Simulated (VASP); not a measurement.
The system is BaTe.

```xyz
2
Lattice="-0.0783 3.8359 3.8359 3.8359 -0.0783 3.8359 3.8359 3.8359 -0.0783" Properties=species:S:1:pos:R:3 pbc="T T T"
Ba   -0.0186   -0.0186   -0.0186
Te    1.9169    1.9169    1.9169
```

This cell differs from its parent crystal: strain along [111] -3.0%.

Base run:

* Program: VASP 6.6.1
* Functional: r2SCAN
* Potentials or basis: VASP PAW PBE potentials, release 64 (Ba_sv, Te)
* Cutoff: 550 eV
* k mesh: 6 × 6 × 6
* Occupations: gaussian, width 0.01 eV
* Spin: no spin polarisation

Its results: band gap on the k mesh 2.97 eV, indirect (least direct gap 3.16 eV); pressure 0.8 GPa.

Task: The run is repeated on the same cell with these changes: functional from r2SCAN to PBE; cutoff from 550 eV to 500 eV; occupations from gaussian, width 0.01 eV to fermi-dirac, width 0.02 eV. What comes out?

Result: Band gap on the k mesh 2.60 eV, indirect (least direct gap 2.90 eV); pressure 0.8 GPa.

Caveats: spin-orbit coupling is left out, which moves the levels of the heavy elements; the PAW data sets were made with another functional, which shifts forces and pressure a little (some runs).

A k mesh can miss the band edges.
